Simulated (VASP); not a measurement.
# Ge (I4_1/amd) in VASP: a series of runs, part 2 of 2

VASP 6.6.1. Earlier steps stand in the parts before.

### 3 Single point, PBE (equal xx and yy strain of +1 %)

File INCAR:

```
SYSTEM = Ge
ALGO     = Normal         ! electronic algorithm
EDIFF    = 1E-6           ! SCF threshold, eV
ENCUT    = 520            ! plane-wave cutoff, eV
GGA      = PE             ! functional
ISIF     = 2              ! what is computed and relaxed
ISMEAR   = -1             ! smearing method
LASPH    = .True.         ! aspherical terms in the spheres
LCHARG   = .True.         ! write CHGCAR
LELF     = .True.         ! ELF
LREAL    = .False.        ! projectors in reciprocal space
LVHAR    = .True.       
LWAVE    = .False.        ! write WAVECAR
NBANDS   = 21             ! bands
NELM     = 100            ! most SCF steps
PREC     = Accurate       ! precision mode
SIGMA    = 0.05           ! smearing width, eV
```

File KPOINTS:

```
k-points
0
Gamma
  10 10 10
  0 0 0
```

File POSCAR:

```
Ge
1.0
    0.0000000000      2.8570577000      2.8287700000
    2.8570577000      0.0000000000      2.8287700000
    2.8570577000      2.8570577000      0.0000000000
Ge
2
Direct
    0.5000000000      0.5000000000      0.5000000000
    0.7500000000      0.7500000000      0.7500000000
```

Potentials or basis: VASP PAW PBE potentials, release 64 (Ge_d).

Launch:

```console
cat potpaw_PBE.64/Ge_d/POTCAR > POTCAR
mpirun -np 1 vasp_std > vasp.out
```

OUTCAR:

```text
SYSTEM = Ge
   EDIFF = 1E-6
   ENCUT = 520
   GGA = PE
   ISIF = 2
   ISMEAR = -1
   LASPH = .True.
   LREAL = .False.
   NELM = 100
   PREC = Accurate

 ion  position               nearest neighbor table
   1  0.500  0.500  0.500-   2 2.47   2 2.47   2 2.47   2 2.47
   2  0.750  0.750  0.750-   1 2.47   1 2.47   1 2.47   1 2.47

  LATTYP: Found a body centered tetragonal cell.
 ALAT       =     4.0404897478
 C/A-ratio  =     1.4002114479

  Lattice vectors:

 A1 = (   0.0000000000,  -2.8570577000,  -2.8287700000)
 A2 = (   0.0000000000,   2.8570577000,  -2.8287700000)
 A3 = (   2.8570577000,   0.0000000000,   2.8287700000)

Analysis of symmetry for initial positions (statically):
=====================================================================
 Subroutine PRICEL returns:
 Original cell was already a primitive cell.

 Routine SETGRP: Setting up the symmetry group for a
 body centered tetragonal supercell.

 Subroutine GETGRP returns: Found 16 space group operations
 (whereof  8 operations were pure point group operations)
 out of a pool of 16 trial point group operations.

The static configuration has the point symmetry D_2d.
 The point group associated with its full space group is D_4h.

Analysis of symmetry for dynamics (positions and initial velocities):
=====================================================================
 Subroutine PRICEL returns:
 Original cell was already a primitive cell.

 Routine SETGRP: Setting up the symmetry group for a
 body centered tetragonal supercell.

 Subroutine GETGRP returns: Found 16 space group operations
 (whereof  8 operations were pure point group operations)
 out of a pool of 16 trial point group operations.

The dynamic configuration has the point symmetry D_2d.
 The point group associated with its full space group is D_4h.

 Subroutine INISYM returns: Found 16 space group operations
 (whereof  8 operations are pure point group operations),
 and found     1 'primitive' translations

----------------------------------------------------------------------------------------

                                     Primitive cell

  volume of cell :      46.1812

  direct lattice vectors                    reciprocal lattice vectors
     0.000000000  2.857057700  2.828770000    -0.175005216  0.175005216  0.176755268
     2.857057700  0.000000000  2.828770000     0.175005216 -0.175005216  0.176755268
     2.857057700  2.857057700  0.000000000     0.175005216  0.175005216 -0.176755268

  length of vectors
     4.020537080  4.020537080  4.040489748     0.304131676  0.304131676  0.304131676

  position of ions in fractional coordinates (direct lattice)
     0.500000000  0.500000000  0.500000000
     0.750000000  0.750000000  0.750000000

  ion indices of the primitive-cell ions
   primitive index   ion index
                 1           1
                 2           2

----------------------------------------------------------------------------------------

 KPOINTS: k-points

Automatic generation of k-mesh.
 Grid dimensions read from file:
 generate k-points for:   10   10   10

 Generating k-lattice:

  Cartesian coordinates                     Fractional coordinates (reciprocal lattice)
    -0.017500522  0.017500522  0.017675527     0.100000000 -0.000000000  0.000000000
     0.017500522 -0.017500522  0.017675527    -0.000000000  0.100000000  0.000000000
     0.017500522  0.017500522 -0.017675527     0.000000000  0.000000000  0.100000000

  Length of vectors
     0.030413168  0.030413168  0.030413168

  Shift w.r.t. Gamma in fractional coordinates (k-lattice)
     0.000000000  0.000000000  0.000000000

 Subroutine IBZKPT returns following result:
 ===========================================

 Found    102 irreducible k-points:

 Following reciprocal coordinates:
            Coordinates               Weight
  0.000000  0.000000  0.000000      1.000000
  0.100000 -0.000000  0.000000      8.000000
  0.200000 -0.000000  0.000000      8.000000
  0.300000  0.000000  0.000000      8.000000
  0.400000  0.000000  0.000000      8.000000
  0.500000  0.000000  0.000000      4.000000
[... 16 lines left out ...]
  0.300000  0.300000  0.000000      2.000000
  0.400000  0.300000  0.000000      8.000000
 [... further k-points ...]
   k-points           NKPTS =    102   k-points in BZ     NKDIM =    102   number of bands    NBANDS=     21
   number of dos      NEDOS =    301   number of ions     NIONS =      2
   total plane-waves  NPLWV =  27000
   dimension x,y,z NGX =    30 NGY =   30 NGZ =   30
   dimension x,y,z NGXF=    60 NGYF=   60 NGZF=   60
   ions per type =               2
   NGX,Y,Z   is equivalent  to a cutoff of  12.40, 12.40, 12.34 a.u.
   NGXF,Y,Z  is equivalent  to a cutoff of  24.81, 24.81, 24.69 a.u.
 SYSTEM =  Ge
   PREC   = accura    normal or accurate (medium, high low for compatibility)
   ISTART =      0    job   : 0-new  1-cont  2-samecut
   ICHARG =      2    charge: 1-file 2-atom 10-const
   ISPIN  =      1    spin polarized calculation?
   LNONCOLLINEAR =      F non collinear calculations
   LSORBIT =      F    spin-orbit coupling
   LASPH  =      T    aspherical Exc in radial PAW
   ENCUT  =  520.0 eV  38.22 Ry    6.18 a.u.   7.48  7.48  7.51*2*pi/ulx,y,z
   NELM   =    100;   NELMIN=  2; NELMDL= -5     # of ELM steps
   EDIFF  = 0.1E-05   stopping-criterion for ELM
   LREAL  =      F    real-space projection
   EDIFFG = 0.1E-04   stopping-criterion for IOM
   NSW    =      0    number of steps for IOM
   IBRION =     -1    ionic relax: 0-MD 1-quasi-New 2-CG
   NFREE  =      0    steps in history (QN), initial steepest desc. (CG)
   ISIF   =      2    stress and relaxation
   ISYM   =      2    0-nonsym 1-usesym 2-fastsym
   POTIM  = 0.5000    time-step for ionic-motion
   TEBEG  =    0.0;   TEEND  =   0.0 temperature during run
   PSTRESS=    0.0 pullay stress
   NELECT =      28.0000    total number of electrons
   NUPDOWN=      -1.0000    fix difference up-down
   EMIN   =  10.00;   EMAX   =-10.00  energy-range for DOS
   EFERMI =   0.00;   METHOD = LEGACY
   ISMEAR =    -1;   SIGMA  =   0.05  broadening in eV -4-tet -1-fermi 0-gaus
   EFERMI_NEDOS =   21; number of points for ismear=-14 and -15
   IALGO  =     38    algorithm
   IMIX   =      4    mixing-type and parameters
     AMIX     =   0.40;   BMIX     =  1.00
     AMIX_MAG =   1.60;   BMIX_MAG =  1.00
  volume/ion in A,a.u.               =      23.09       155.82
  Fermi-wavevector in a.u.,A,eV,Ry     =   1.385603  2.618411 26.121783  1.919897
  Thomas-Fermi vector in A             =   2.509998
   LORBIT       =      0    0 simple, 1 ext, 2 COOP (PROOUT), +10 PAW based schemes
   GGA     = PE    functional components
   LHFCALC =     F    Hartree Fock is set to
   AEXX    =    0.0000 exact exchange contribution
   IVDW    =     0    specifies the selected vdW correction
   LEPSILON=     F    determine dielectric tensor
   LRPA    =     F    only Hartree local field effects (RPA)
 non-spin polarized calculation
  energy-cutoff  :      520.00
  volume of cell :       46.18
 maximum number of plane-waves:      1266
 NGX is ok and might be reduce to    30
   NGX = 15   NGY = 15   NGZ = 15

 number of electron      28.0000008 magnetization

 Free energy of the ion-electron system (eV)
  ---------------------------------------------------
  ext. energy  EPLUGINS =         0.00000000
  ---------------------------------------------------
  free energy    TOTEN  =        -9.02257991 eV

  energy without entropy =       -9.02202315  energy(sigma->0) =       -9.02230153

 E-fermi :   4.8163     XC(G=0):  -9.8312

 val. band max:        4.7768263183   @ k =   0.0000   0.0000   0.0000
 cond. band min:       4.8520700860   @ k =   0.0000   0.0000   0.0000
 fundamental gap:      0.0752437676
 Fermi energy:         4.8162611357

 k-point     1 :       0.0000    0.0000    0.0000
  band No.  band energies     occupation
      1     -19.9872      2.00000
      2     -19.9850      2.00000
      3     -19.9850      2.00000
      4     -19.9514      2.00000
      5     -19.9507      2.00000
      6     -19.7524      2.00000
[... 13 lines left out ...]
     20      14.1343      0.00000
     21      14.3264      0.00000
[... 529 lines left out ...]
 k-point    24 :       0.4000    0.3000    0.0000
  band No.  band energies     occupation
      1     -20.0166      2.00000
      2     -20.0109      2.00000
      3     -19.9686      2.00000
      4     -19.8911      2.00000
      5     -19.8696      2.00000
      6     -19.8520      2.00000
[... 13 lines left out ...]
     20      16.3989      0.00000
     21      16.4371      0.00000

 [... further k-points ...]

------------------------ aborting loop because EDIFF is reached ----------------------------------------

  FORCE on cell =-STRESS in cart. coord.  units (eV):
  Direction    XX          YY          ZZ          XY          YZ          ZX
  --------------------------------------------------------------------------------------
  -------------------------------------------------------------------------------------
  Total        0.5483541      0.5483541      0.7409536      0.0000000      0.0000000      0.0000000
  in kB       19.0241823     19.0241823     25.7060856      0.0000000      0.0000000      0.0000000
  external PRESSURE =      21.2514834 kB  Pullay stress =       0.0000000 kB

 VOLUME and BASIS-vectors are now :
 -----------------------------------------------------------------------------
  energy-cutoff  :      520.00
  volume of cell :       46.18
      direct lattice vectors                 reciprocal lattice vectors
     0.000000000  2.857057700  2.828770000    -0.175005216  0.175005216  0.176755268
     2.857057700  0.000000000  2.828770000     0.175005216 -0.175005216  0.176755268
     2.857057700  2.857057700  0.000000000     0.175005216  0.175005216 -0.176755268

 POSITION                                       TOTAL-FORCE (eV/Angst)
 -----------------------------------------------------------------------------------
      2.85706      2.85706      2.82877         0.000000      0.000000      0.000000
      4.28559      4.28559      4.24315        -0.000000     -0.000000      0.000000
 -----------------------------------------------------------------------------------
    total drift:                                0.000000     -0.000000     -0.000000

  FREE ENERGIE OF THE ION-ELECTRON SYSTEM (eV)
  ---------------------------------------------------
  free  energy   TOTEN  =        -9.0225799079 eV

  energy  without entropy=       -9.0220231455  energy(sigma->0) =       -9.02230153
```

Wall time 44 s (1 thread of Intel Xeon Platinum 8488C (Sapphire Rapids), shared host); peak memory 0.21 GiB.

Results:

| Quantity | Value |
| --- | --- |
| Free energy | -9.0226 eV |
| Pressure | 2.1 GPa |
| Band gap on the k mesh | 0.08 eV |

Levels at points of the mesh, in eV from the valence-band top:
| k point | band 11 | band 12 | band 13 | band 14 | band 15 | band 16 | band 17 | band 18 |
| --- | --- | --- | --- | --- | --- | --- | --- | --- |
| (0.00, 0.00, 0.00) | -12.60 | -0.12 | 0.00 | 0.00 | 0.08 | 2.54 | 2.59 | 2.59 |
| (0.50, 0.00, 0.00) | -10.56 | -7.48 | -1.39 | -1.31 | 0.15 | 3.73 | 3.79 | 7.15 |
| (0.50, 0.50, 0.00) | -8.76 | -8.76 | -3.02 | -3.02 | 0.75 | 0.75 | 9.39 | 9.39 |
| (0.50, 0.00, 0.50) | -8.80 | -8.80 | -2.96 | -2.96 | 0.83 | 0.83 | 9.37 | 9.37 |

Caveat: the cell differs from its parent crystal (equal xx and yy strain of +1 %). A k mesh can miss the band edges.
